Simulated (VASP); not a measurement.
Runs of VASP 6.6.1 on In4Ru. The structure is that of space group I4/mmm (No. 139), or close to it. The cells are those of the table. 

```tsv
task	cell	cutoff (eV)	gap on the mesh (eV)	pressure (GPa)	relaxed volume (Å³/atom)	largest force (eV/Å)
single point	a = 6.278 Å, angles 100.2, 100.2, 130.1°, 5 atoms	520	none	0.2	-	0.04
single point	a = 5.564 Å, angles 105.8, 105.8, 117.0°, 5 atoms	520	none	0.1	-	0.02
single point	a = 5.562 Å, angles 105.8, 105.8, 117.1°, 5 atoms	520	none	0.2	-	-
relaxation of cell and atoms	relaxed from a = 5.404 Å, angles 112.0, 112.0, 104.6°, 5 atoms	600	none	-0.3	(a)	-
relaxation of cell and atoms	relaxed from a = 5.419 Å, angles 105.4, 105.4, 118.0°, 5 atoms	600	none	-0.2	(b)	0.07
```

Alike in all rows: level PBE; potentials or basis VASP PAW PBE potentials, release 64 (In_d, Ru_pv); no spin polarisation; k mesh 4 × 4 × 4; smearing gaussian 0.2 eV.

Fill in the values left out.

(a) 26.45; (b) 34.23.

Caveats: some runs use coarse meshes; spin-orbit coupling is left out, which moves the levels of the heavy elements; the relaxation stopped at a loose force limit of 0.08 eV/Å, so its end isn't a converged minimum (some runs); the volume moved by over 15 % at a fixed basis, so the end points are rough (some runs).

A k mesh can miss the band edges, and the runs leave out spin-orbit coupling on In, Ru.

A gap of «none» marks levels without a gap at the run's occupations.
